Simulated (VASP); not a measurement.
# Al6W in VASP: further runs

Runs on Al6W. Level: PBE. Tasks: single point.

Everything below comes from runs of VASP 6.6.1. Logs are shortened: lines on timing, memory, paths and dates and some standing lists are left out, and cuts for length are marked.

## 1. The cell of the first run

Symmetry: Amm2, No. 38, orthorhombic system. Conventional cell: a = 7.963 Å, b = 5.502 Å, c = 5.513 Å, α = 90.00°, β = 90.00°, γ = 90.00°. Within 3.6 Å of Al (site symmetry mm2) lie 4 W at 2.75 to 2.76 Å and 8 Al at 2.80 Å. Within 3.6 Å of Al (site symmetry 1) lie 8 Al at 2.75 to 2.80 Å and 2 W at 2.80 Å. Within 3.6 Å of Al (site symmetry mm2) lie 8 Al at 2.77 Å. Within 3.6 Å of W (site symmetry mm2) lie 12 Al at 2.75 to 2.80 Å.

The cell was built from a structure type or drawn by symmetry, and may not be a known phase.

## 2. Single point, PBE

File INCAR:

```
PREC = Accurate
ENCUT = 500
EDIFF = 1E-6
ISMEAR = 0
SIGMA = 0.2
LREAL = False
LASPH = True
NELM = 120
ALGO = Normal
ISIF = 2
LWAVE = False
LCHARG = True
GGA = PE
LELF = True
LVHAR = True
NBANDS = 25
GGA_COMPAT = False
```

File KPOINTS:

```
Automatic mesh
0
Gamma
  3 4 4
```

File POSCAR:

```
Al6W
1.0
    7.9632202194      0.0000000000      0.0000000000
    0.0000000000      2.7512457663      2.7565470111
    0.0000000000     -2.7512457663      2.7565470111
Al W
6 1
Direct
    0.5000000000      0.9181496580      0.9181496580
    0.7526474666      0.4185370987      0.9181324459
    0.2473525334      0.9181324459      0.4185370987
    0.7526474666      0.9181324459      0.4185370987
    0.2473525334      0.4185370987      0.9181324459
    0.0000000000      0.9197221146      0.9197221146
    0.5000000000      0.4182922082      0.4182922082
```

Potentials or basis: VASP PAW PBE potentials, release 64 (Al, W_sv).

Started as:

```sh
$ cat potpaw_PBE.64/Al/POTCAR potpaw_PBE.64/W_sv/POTCAR > POTCAR
$ mpirun -np 1 vasp_std > vasp.out
```

OUTCAR:

```text
PREC = Accurate
   ENCUT = 500
   EDIFF = 1E-6
   ISMEAR = 0
   LREAL = False
   LASPH = True
   NELM = 120
   ISIF = 2
   GGA = PE

 ion  position               nearest neighbor table
   1  0.500  0.918  0.918-   7 2.75   7 2.75   7 2.76   7 2.76   3 2.80   4 2.80   5 2.80   2 2.80
                             3 2.80   4 2.80   5 2.80   2 2.80
   2  0.753  0.419  0.918-   4 2.75   4 2.75   4 2.76   4 2.76   6 2.77   6 2.77   1 2.80   7 2.80
                             7 2.80   1 2.80
   3  0.247  0.918  0.419-   5 2.75   5 2.75   5 2.76   5 2.76   6 2.77   6 2.77   1 2.80   7 2.80
                             7 2.80   1 2.80
   4  0.753  0.918  0.419-   2 2.75   2 2.75   2 2.76   2 2.76   6 2.77   6 2.77   1 2.80   7 2.80
                             7 2.80   1 2.80
   5  0.247  0.419  0.918-   3 2.75   3 2.75   3 2.76   3 2.76   6 2.77   6 2.77   1 2.80   7 2.80
                             7 2.80   1 2.80
   6  0.000  0.920  0.920-   2 2.77   3 2.77   4 2.77   5 2.77   3 2.77   4 2.77   2 2.77   5 2.77

   7  0.500  0.418  0.418-   1 2.75   1 2.75   1 2.76   1 2.76   5 2.80   2 2.80   3 2.80   4 2.80
                             2 2.80   3 2.80   4 2.80   5 2.80

  LATTYP: Found a base centered orthorhombic cell.
 ALAT       =     5.5024915326
 B/A-ratio  =     1.0019268525
 C/A-ratio  =     1.4472026303

  Lattice vectors:

 A1 = (   0.0000000000,   2.7512457663,  -2.7565470111)
 A2 = (   0.0000000000,   2.7512457663,   2.7565470111)
 A3 = (   7.9632202194,   0.0000000000,   0.0000000000)

Analysis of symmetry for initial positions (statically):
=====================================================================
 Subroutine PRICEL returns:
 Original cell was already a primitive cell.

 Routine SETGRP: Setting up the symmetry group for a
 base centered orthorhombic supercell.

 Subroutine GETGRP returns: Found  4 space group operations
 (whereof  4 operations were pure point group operations)
 out of a pool of  8 trial point group operations.

The static configuration has the point symmetry C_2v.

Analysis of symmetry for dynamics (positions and initial velocities):
=====================================================================
 Subroutine PRICEL returns:
 Original cell was already a primitive cell.

 Routine SETGRP: Setting up the symmetry group for a
 base centered orthorhombic supercell.

 Subroutine GETGRP returns: Found  4 space group operations
 (whereof  4 operations were pure point group operations)
 out of a pool of  8 trial point group operations.

The dynamic configuration has the point symmetry C_2v.

 Subroutine INISYM returns: Found  4 space group operations
 (whereof  4 operations are pure point group operations),
 and found     1 'primitive' translations

----------------------------------------------------------------------------------------

                                     Primitive cell

  volume of cell :     120.7851

  direct lattice vectors                    reciprocal lattice vectors
     7.963220219  0.000000000  0.000000000     0.125577338  0.000000000  0.000000000
     0.000000000  2.751245766  2.756547011     0.000000000  0.181735854  0.181386350
     0.000000000 -2.751245766  2.756547011     0.000000000 -0.181735854  0.181386350

  length of vectors
     7.963220219  3.894599426  3.894599426     0.125577338  0.256766292  0.256766292

  position of ions in fractional coordinates (direct lattice)
     0.500000000  0.918149658  0.918149658
     0.752647467  0.418537099  0.918132446
     0.247352533  0.918132446  0.418537099
     0.752647467  0.918132446  0.418537099
     0.247352533  0.418537099  0.918132446
     0.000000000  0.919722115  0.919722115
     0.500000000  0.418292208  0.418292208

  ion indices of the primitive-cell ions
   primitive index   ion index
                 1           1
                 2           2
                 3           3
                 4           4
                 5           5
                 6           6
                 7           7

----------------------------------------------------------------------------------------

 KPOINTS: Automatic mesh

Automatic generation of k-mesh.
 Grid dimensions read from file:
 generate k-points for:    3    4    4

 Generating k-lattice:

  Cartesian coordinates                     Fractional coordinates (reciprocal lattice)
     0.041859113  0.000000000  0.000000000     0.333333333  0.000000000  0.000000000
     0.000000000  0.045433964  0.045346587     0.000000000  0.250000000  0.000000000
     0.000000000 -0.045433964  0.045346587     0.000000000  0.000000000  0.250000000

  Length of vectors
     0.041859113  0.064191573  0.064191573

  Shift w.r.t. Gamma in fractional coordinates (k-lattice)
     0.000000000  0.000000000  0.000000000

 Subroutine IBZKPT returns following result:
 ===========================================

 Found     14 irreducible k-points:

 Following reciprocal coordinates:
            Coordinates               Weight
  0.000000  0.000000  0.000000      1.000000
  0.333333  0.000000  0.000000      2.000000
  0.000000  0.250000  0.000000      4.000000
  0.333333  0.250000  0.000000      8.000000
  0.000000  0.500000  0.000000      2.000000
  0.333333  0.500000  0.000000      4.000000
  0.000000  0.250000  0.250000      2.000000
  0.333333  0.250000  0.250000      4.000000
  0.000000  0.500000  0.250000      4.000000
  0.333333  0.500000  0.250000      8.000000
  0.000000 -0.250000  0.250000      2.000000
  0.333333 -0.250000  0.250000      4.000000
  0.000000  0.500000  0.500000      1.000000
  0.333333  0.500000  0.500000      2.000000
   k-points           NKPTS =     14   k-points in BZ     NKDIM =     14   number of bands    NBANDS=     25
   number of dos      NEDOS =    301   number of ions     NIONS =      7
   total plane-waves  NPLWV =  47040
   dimension x,y,z NGX =    60 NGY =   28 NGZ =   28
   dimension x,y,z NGXF=   120 NGYF=   56 NGZF=   56
   ions per type =               6   1
   NGX,Y,Z   is equivalent  to a cutoff of  12.53, 11.95, 11.95 a.u.
   NGXF,Y,Z  is equivalent  to a cutoff of  25.05, 23.90, 23.90 a.u.
 SYSTEM =  unknown system
   PREC   = accura    normal or accurate (medium, high low for compatibility)
   ISTART =      0    job   : 0-new  1-cont  2-samecut
   ICHARG =      2    charge: 1-file 2-atom 10-const
   ISPIN  =      1    spin polarized calculation?
   LNONCOLLINEAR =      F non collinear calculations
   LSORBIT =      F    spin-orbit coupling
   LASPH  =      T    aspherical Exc in radial PAW
   ENCUT  =  500.0 eV  36.75 Ry    6.06 a.u.  14.52  7.10  7.10*2*pi/ulx,y,z
   NELM   =    120;   NELMIN=  2; NELMDL= -5     # of ELM steps
   EDIFF  = 0.1E-05   stopping-criterion for ELM
   LREAL  =      F    real-space projection
   EDIFFG = 0.1E-04   stopping-criterion for IOM
   NSW    =      0    number of steps for IOM
   IBRION =     -1    ionic relax: 0-MD 1-quasi-New 2-CG
   NFREE  =      0    steps in history (QN), initial steepest desc. (CG)
   ISIF   =      2    stress and relaxation
   ISYM   =      2    0-nonsym 1-usesym 2-fastsym
   POTIM  = 0.5000    time-step for ionic-motion
   TEBEG  =    0.0;   TEEND  =   0.0 temperature during run
   PSTRESS=    0.0 pullay stress
   NELECT =      32.0000    total number of electrons
   NUPDOWN=      -1.0000    fix difference up-down
   EMIN   =  10.00;   EMAX   =-10.00  energy-range for DOS
   EFERMI =   0.00;   METHOD = LEGACY
   ISMEAR =     0;   SIGMA  =   0.20  broadening in eV -4-tet -1-fermi 0-gaus
   EFERMI_NEDOS =   21; number of points for ismear=-14 and -15
   IALGO  =     38    algorithm
   IMIX   =      4    mixing-type and parameters
     AMIX     =   0.40;   BMIX     =  1.00
     AMIX_MAG =   1.60;   BMIX_MAG =  1.00
  volume/ion in A,a.u.               =      17.26       116.44
  Fermi-wavevector in a.u.,A,eV,Ry     =   1.051446  1.986945 15.041768  1.105539
  Thomas-Fermi vector in A             =   2.186489
   LORBIT       =      0    0 simple, 1 ext, 2 COOP (PROOUT), +10 PAW based schemes
   GGA     = PE    functional components
   LHFCALC =     F    Hartree Fock is set to
   AEXX    =    0.0000 exact exchange contribution
   IVDW    =     0    specifies the selected vdW correction
   LEPSILON=     F    determine dielectric tensor
   LRPA    =     F    only Hartree local field effects (RPA)
 non-spin polarized calculation
 Gauss-broadening in eV      SIGMA  =   0.20
  energy-cutoff  :      500.00
  volume of cell :      120.79
 maximum number of plane-waves:      3088
 NGX is ok and might be reduce to    60
   NGX = 29   NGY = 15   NGZ = 15

 number of electron      31.9999999 magnetization

 Free energy of the ion-electron system (eV)
  ---------------------------------------------------
  ext. energy  EPLUGINS =         0.00000000
  ---------------------------------------------------
  free energy    TOTEN  =       -35.11971633 eV

  energy without entropy =      -35.06399864  energy(sigma->0) =      -35.09185749

 E-fermi :   7.8964     XC(G=0): -10.3590

 val. band max:        7.8918156356   @ k =   0.3333   0.2500   0.0000
 cond. band min:       7.9064017880   @ k =   0.3333   0.5000   0.0000
 fundamental gap:      0.0145861524
 Fermi energy:         7.8964394015

 k-point     1 :       0.0000    0.0000    0.0000
  band No.  band energies     occupation
      1     -66.2071      2.00000
      2     -30.4492      2.00000
      3     -30.4481      2.00000
      4     -30.4142      2.00000
      5      -3.0722      2.00000
      6      -0.9272      2.00000
[... 17 lines left out ...]
     24      11.1265      0.00000
     25      13.1777      0.00000

 k-point     2 :       0.3333    0.0000    0.0000
  band No.  band energies     occupation
      1     -66.2071      2.00000
      2     -30.4492      2.00000
      3     -30.4481      2.00000
      4     -30.4142      2.00000
      5      -2.9030      2.00000
      6      -1.6937      2.00000
[... 17 lines left out ...]
     24      11.7005      0.00000
     25      12.4748      0.00000

 k-point     3 :       0.0000    0.2500    0.0000
  band No.  band energies     occupation
      1     -66.2069      2.00000
      2     -30.4612      2.00000
      3     -30.4478      2.00000
      4     -30.4130      2.00000
      5      -2.4190      2.00000
      6      -0.4345      2.00000
[... 17 lines left out ...]
     24      11.9841      0.00000
     25      12.5508      0.00000

 k-point     4 :       0.3333    0.2500    0.0000
  band No.  band energies     occupation
      1     -66.2069      2.00000
      2     -30.4612      2.00000
      3     -30.4478      2.00000
      4     -30.4130      2.00000
      5      -2.2406      2.00000
      6      -1.1587      2.00000
[... 17 lines left out ...]
     24      12.4298      0.00000
     25      12.5660      0.00000
[... 197 lines left out ...]
 k-point    12 :       0.3333   -0.2500    0.2500
  band No.  band energies     occupation
      1     -66.2068      2.00000
      2     -30.4603      2.00000
      3     -30.4598      2.00000
      4     -30.4119      2.00000
      5      -1.6055      2.00000
      6      -0.6174      2.00000
[... 17 lines left out ...]
     24      11.9640      0.00000
     25      13.0976      0.00000

 k-point    13 :       0.0000    0.5000    0.5000
  band No.  band energies     occupation
      1     -66.2064      2.00000
      2     -30.4714      2.00000
      3     -30.4702      2.00000
      4     -30.4096      2.00000
      5       0.4997      2.00000
      6       2.0448      2.00000
[... 17 lines left out ...]
     24      11.7572      0.00000
     25      13.2690      0.00000

 k-point    14 :       0.3333    0.5000    0.5000
  band No.  band energies     occupation
      1     -66.2064      2.00000
      2     -30.4714      2.00000
      3     -30.4702      2.00000
      4     -30.4096      2.00000
      5       0.6308      2.00000
      6       1.9518      2.00000
[... 17 lines left out ...]
     24      11.7260      0.00000
     25      11.7462      0.00000

------------------------ aborting loop because EDIFF is reached ----------------------------------------

  FORCE on cell =-STRESS in cart. coord.  units (eV):
  Direction    XX          YY          ZZ          XY          YZ          ZX
  --------------------------------------------------------------------------------------
  -------------------------------------------------------------------------------------
  Total       -0.0516231      0.2352491      0.0613587      0.0000000      0.0000000      0.0000000
  in kB       -0.6847643      3.1205063      0.8139039      0.0000000      0.0000000      0.0000000
  external PRESSURE =       1.0832153 kB  Pullay stress =       0.0000000 kB

 VOLUME and BASIS-vectors are now :
 -----------------------------------------------------------------------------
  energy-cutoff  :      500.00
  volume of cell :      120.79
      direct lattice vectors                 reciprocal lattice vectors
     7.963220219  0.000000000  0.000000000     0.125577338  0.000000000  0.000000000
     0.000000000  2.751245766  2.756547011     0.000000000  0.181735854  0.181386350
     0.000000000 -2.751245766  2.756547011     0.000000000 -0.181735854  0.181386350

 POSITION                                       TOTAL-FORCE (eV/Angst)
 -----------------------------------------------------------------------------------
      3.98161      0.00000      5.06185         0.000000     -0.000000      0.010852
      5.99350     -1.37451      3.68459        -0.005997     -0.007595      0.004422
      1.96972      1.37451      3.68459         0.005997      0.007595      0.004422
      5.99350      1.37451      3.68459        -0.005997      0.007595      0.004422
      1.96972     -1.37451      3.68459         0.005997     -0.007595      0.004422
      0.00000      0.00000      5.07051         0.000000     -0.000000     -0.023858
      3.98161      0.00000      2.30608         0.000000     -0.000000     -0.004681
 -----------------------------------------------------------------------------------
    total drift:                                0.000000     -0.000000      0.000083

  FREE ENERGIE OF THE ION-ELECTRON SYSTEM (eV)
  ---------------------------------------------------
  free  energy   TOTEN  =       -35.1197163347 eV

  energy  without entropy=      -35.0639986362  energy(sigma->0) =      -35.09185749
```

Wall time 17 s (1 thread of Intel Xeon 6975P-C (Granite Rapids), shared host); peak memory 0.21 GiB.

Results:

```yaml
Free_energy: -35.1197 eV
Pressure: 0.1 GPa
Largest_force: 0.024 eV/Å
Band_gap_on_the_k_mesh: zero (bands 16 and 17 overlap by 1.67 eV)
```

Forces in eV/Å, atoms in the order of the input:
```
Al   0.000  0.000  0.011
Al  -0.006 -0.008  0.004
Al   0.006  0.008  0.004
Al  -0.006  0.008  0.004
Al   0.006 -0.008  0.004
Al   0.000  0.000 -0.024
W    0.000  0.000 -0.005
```

Caveat: the k points lie up to 0.40 Å⁻¹ apart, too coarse for converged energies and pressures of a metal; spin-orbit coupling is left out, which moves the levels of the heavy elements.

## 3. Single point, PBE

This run uses another cell than the first one, of 17.01 Å³/atom.

File INCAR:

```
SYSTEM = Al6W
PREC = Accurate
ENCUT = 500
EDIFF = 1E-6
ISMEAR = 0
SIGMA = 0.1
LREAL = .FALSE.
LASPH = .TRUE.
NELM = 120
ALGO = Normal
ISIF = 2
LWAVE = .FALSE.
LCHARG = .FALSE.
GGA = PE
NBANDS = 25
GGA_COMPAT = .FALSE.
```

File KPOINTS:

```
regular mesh
0
G
  4 4 4
  0 0 0
```

File POSCAR:

```
Al6W
1.0
    5.6150304165      0.0000000000      0.0000000000
    0.0000000000      5.6150304165      0.0000000000
    0.0000000000      0.0000000000      3.7760912863
Al W
6 1
Direct
    0.2566128705      0.2566128705      0.0000000000
    0.7433871295      0.7433871295      0.0000000000
    0.7433871295      0.2566128705      0.0000000000
    0.2566128705      0.7433871295      0.0000000000
    0.5000000000      0.0000000000      0.5000000000
    0.0000000000      0.5000000000      0.5000000000
    0.0000000000      0.0000000000      0.5000000000
```

Potentials or basis: VASP PAW PBE potentials, release 64 (Al, W_sv).

Started as:

```sh
$ cat potpaw_PBE.64/Al/POTCAR potpaw_PBE.64/W_sv/POTCAR > POTCAR
$ mpirun -np 1 vasp_std > vasp.out
```

It took 21 s on 1 thread of Intel Xeon 6975P-C (Granite Rapids), shared host; peak memory 0.22 GiB.

It converged, with:

```yaml
Free_energy: -35.9686 eV
Pressure: 0.0 GPa
Largest_force: 0.102 eV/Å
Band_gap_on_the_k_mesh: zero (bands 16 and 17 overlap by 1.81 eV)
```

Forces on the atoms (eV/Å):
```
Al   0.072  0.072  0.000
Al  -0.072 -0.072  0.000
Al  -0.072  0.072  0.000
Al   0.072 -0.072  0.000
Al   0.000  0.000  0.000
Al   0.000  0.000  0.000
W    0.000  0.000  0.000
```

Stress tensor (GPa, compression positive):
```
 0.12  0.00  0.00
 0.00  0.12  0.00
 0.00  0.00 -0.32
```

Levels at points of the mesh, in eV from the Fermi level:
| k point | band 14 | band 15 | band 16 | band 17 | band 18 | band 19 |
| --- | --- | --- | --- | --- | --- | --- |
| (0.00, 0.00, 0.00) | -1.45 | -1.45 | -1.17 | -0.05 | 0.70 | 1.82 |
| (0.50, 0.00, 0.00) | -0.77 | -0.28 | -0.26 | -0.14 | 1.84 | 2.16 |
| (0.50, 0.50, 0.00) | -0.49 | 1.00 | 1.00 | 1.45 | 1.45 | 1.72 |
| (0.00, 0.00, 0.50) | -2.17 | -1.28 | -1.28 | 0.03 | 0.85 | 1.19 |
| (0.50, 0.00, 0.50) | -2.58 | -2.11 | -1.08 | -0.81 | 0.79 | 1.43 |
| (0.50, 0.50, 0.50) | -1.25 | -1.25 | 0.58 | 0.83 | 1.31 | 1.34 |

Caveat: the k points lie up to 0.42 Å⁻¹ apart, too coarse for converged energies and pressures of a metal; spin-orbit coupling is left out, which moves the levels of the heavy elements.
